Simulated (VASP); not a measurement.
A run of VASP 6.6.1:

The input INCAR:

```
SYSTEM = RbBr
  PREC = Accurate
  ENCUT = 520
  EDIFF = 1E-6
  ISMEAR = 0
  SIGMA = 0.05
  LREAL = .False.
  LASPH = .True.
  NELM = 100
  ALGO = Normal
  ISIF = 2
  LWAVE = .False.
  LCHARG = .False.
  LDIPOL = .True.
  IDIPOL = 3
  DIPOL = 0.5 0.5 0.500
  GGA = PS
  NBANDS = 51
```

Contents of KPOINTS:

```
regular mesh
0
Gamma
  6 4 1
  0 0 0
```

The input POSCAR:

```
RbBr
1.0
    4.8439775483      0.0000000000      0.0000000000
    0.0000000000      6.8504187446      0.0000000000
    0.0000000000      0.0000000000     24.6879550966
Rb Br
5 5
Direct
    0.5000000000      0.5000000000      0.3037918682
    0.0000000000      0.0000000000      0.4018959341
    0.5000000000      0.5000000000      0.5000000000
    0.0000000000      0.0000000000      0.5981040659
    0.5000000000      0.5000000000      0.6962081318
    0.5000000000      0.0000000000      0.3037918682
    0.0000000000      0.5000000000      0.4018959341
    0.5000000000      0.0000000000      0.5000000000
    0.0000000000      0.5000000000      0.5981040659
    0.5000000000      0.0000000000      0.6962081318
```

Potentials or basis: VASP PAW PBE potentials, release 64 (Rb_sv, Br).

The run is started by

```sh
$ cat potpaw_PBE.64/Rb_sv/POTCAR potpaw_PBE.64/Br/POTCAR > POTCAR
$ mpirun -np 1 vasp_std > vasp.out
```

Hardware: 1 thread of AMD EPYC 7R43 64-Core Processor (Zen 3), on a shared host.

Problem. How long does it take, and how much memory?

Solution. Wall time 21 min on 1 thread of AMD EPYC 7R43 64-Core Processor (Zen 3) (shared host), peak memory 0.89 GiB. Counts: scf iterations 23, k points 12.
